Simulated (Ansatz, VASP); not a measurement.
## CaS in VASP and in Ansatz

```
Ca S
1.0
     0.00000    2.94799    2.94799
     2.94799    0.00000    2.94799
     2.94799    2.94799    0.00000
Ca S
1 1
Direct
  0.00000 0.00000 0.00000
  0.50000 0.50000 0.50000
```

Alike in both runs: task single point; functional PBE; k mesh 8 × 8 × 8; occupations gaussian, width 0.02 eV; no spin polarisation.

```csv
,VASP,Ansatz
version,VASP 6.6.1,Ansatz 0.2.0
potentials or method,"VASP PAW PBE potentials, release 64 (Ca_sv, S), cutoff 500 eV","scalar-relativistic, plane waves, PAW"
valence electrons in the cell,16,16
```

```tsv
	VASP	Ansatz	Ansatz less VASP
gap on the k mesh at the Fermi level (eV)	2.55	2.56	+0.003
least direct gap on the mesh (eV)	3.29	3.29	+0.003
pressure (GPa)	-4.4	-4.5	-0.09
```

With one functional, cell and mesh, what is left measures potentials, basis and numerics.
